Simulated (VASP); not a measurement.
Here is a VASP 6.6.1 calculation.

INCAR

```
SYSTEM = Al13V3
ALGO = Fast ; EDIFF = 1E-6
EDIFFG = -0.04 ; ENCUT = 600
GGA = PE ; IBRION = 2
ISIF = 3 ; ISMEAR = 0
ISYM = 0 ; LASPH = .True.
LCHARG = .False. ; LREAL = Auto
LWAVE = .False. ; NELM = 100
NSW = 70 ; PREC = Accurate
SIGMA = 0.1
```

Contents of KPOINTS:

```
Automatic mesh
0
Gamma
  2 2 2
  0.5 0.5 0.5
```

File POSCAR:

```
Al13V3
1.0
   -3.9947848800      3.9947848800     -3.9947848800
    3.9947848800      3.9947848800      3.9947848800
    3.9947848800     -3.9947848800     -3.9947848800
Al V
13 3
Direct
    0.2498424097      0.9976159593      0.7483178414
    0.0060484977      0.2526618954      0.7524169786
    0.5012511250      0.9980136165      0.5010530013
    0.2493920628      0.2486176467      0.4977618151
    0.5019479950      0.7515132959      0.7531427624
    0.9979765855      0.4940724646      0.4969002465
    0.5009146134      0.2499892050      0.2515809207
    0.7454898299      0.7450191137      0.4945929600
    0.9933212659      0.9964378720      0.9963249340
    0.0016520427      0.7476415968      0.2500754003
    0.7542896301      0.2472632339      0.9999985748
    0.5049055218      0.5039755913      0.0028361571
    0.2550080609      0.7508221689      0.9952168334
    0.7535118896      0.4998523615      0.7523401721
    0.7506897062      0.9973122091      0.2484923088
    0.2501904298      0.5014266429      0.2473201864
```

Potentials or basis: VASP PAW PBE potentials, release 64 (Al, V_sv).

Run with:

```console
$ cat potpaw_PBE.64/Al/POTCAR potpaw_PBE.64/V_sv/POTCAR > POTCAR
$ mpirun -np 1 vasp_std > vasp.out
```

**Question.** Predict the relaxed volume.

**Answer.** 15.40 Å³/atom.

**Question.** What does it give for the space group after relaxing (to 0.1 Å)?

**Answer.** Im-3m (No. 229).

**Question.** Estimate the band gap on the k mesh.

**Answer.** Zero (bands 39 and 40 overlap by 0.06 eV).

**Question.** Estimate the relaxed cell.

**Answer.** a = 6.840 Å, b = 6.841 Å, c = 6.840 Å, α = 109.47°, β = 109.46°, γ = 109.49°.

Final structure:
```
CELL_PARAMETERS angstrom
-3.94925 3.94831 -3.94990
3.94961 3.94867 3.94990
3.94910 -3.94831 -3.94975
ATOMIC_POSITIONS crystal
Al 0.24975 0.99895 0.74856
Al 0.99877 0.25146 0.74941
Al 0.50418 0.99963 0.49727
Al 0.25129 0.25193 0.49627
Al 0.50296 0.74571 0.74851
Al 0.99792 0.49302 0.49619
Al 0.50328 0.25161 0.25462
Al 0.74517 0.74563 0.49680
Al 0.99819 0.99880 0.00233
Al 0.99920 0.74669 0.24450
Al 0.75581 0.25092 0.00208
Al 0.50422 0.50426 0.00171
Al 0.25173 0.74730 0.00198
V 0.75210 0.49868 0.75004
V 0.75104 0.99844 0.24986
V 0.25083 0.49921 0.24825
```

Caveat: the k points lie up to 0.56 Å⁻¹ apart in the final cell.
